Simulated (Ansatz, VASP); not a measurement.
Hf in VASP and in Ansatz

INCAR

```
PREC = Accurate ; ENCUT = 520
EDIFF = 1E-7 ; ISMEAR = 0
SIGMA = 0.15 ; LREAL = F
LASPH = T ; NELM = 100
ALGO = Fast ; ISIF = 2
LWAVE = F ; LCHARG = T
LELF = T ; LVHAR = T
NBANDS = 11
```

File KPOINTS:

```
Automatic mesh
0
Gamma
  18 18 18
```

POSCAR

```
Hf
1.0
    0.0000000000      2.3216409661      2.0709473406
    2.1472454006      0.0000000000      2.0709473406
    2.1472454006      2.3216409661      0.0000000000
Hf
1
Direct
    0.0000000000      0.0000000000      0.0000000000
```

Input for Ansatz:

```yaml
crystal:
  lattice:
    - [0.0, 2.3216409661, 2.0709473406]
    - [2.1472454006, 0.0, 2.0709473406]
    - [2.1472454006, 2.3216409661, 0.0]
  atoms:
    - { symbol: Hf, position: [0.0, 0.0, 0.0] }
basis:
  ecutwfc: 420
kpoints:
  mp_grid: { grid: [18, 18, 18] }
hamiltonian:
  xc: lda
scf:
  occupations: { method: gaussian, width: 0.15 }
output:
  forces: true
  stress: true
  eigenvalues: true
```

Change from the starting cell: strain +e along x and -e along y -0.0400, strain +e along z and -e/2 along x and y -0.0500.

Alike in both runs: task single point; functional LDA; k mesh 18 × 18 × 18; occupations gaussian, width 0.15 eV; no spin polarisation.

```csv
,VASP,Ansatz
version,VASP 6.6.1,Ansatz 0.2.0
potentials or method,"VASP PAW LDA potentials, release 64 (Hf_pv), cutoff 520 eV","scalar-relativistic, plane waves, PAW"
valence electrons in the cell,10,26
```

```tsv
	VASP	Ansatz	Ansatz less VASP
gap on the k mesh at the Fermi level (eV)	none	none	-
pressure (GPa)	0.3	0.3	-0.02
traceless stress, the component that is largest in VASP (GPa)	-3.15	-3.14	+0.011
```

LDA's correlation is that of Perdew and Zunger in VASP and of Perdew and Wang (1992) in Ansatz. A gap of «none» marks a metal or a gap that the smearing closes. VASP's potentials hold 10 valence electrons a cell and Ansatz's 26, so a difference there can come from the potentials and not from the codes.

Spin-orbit coupling is off throughout.
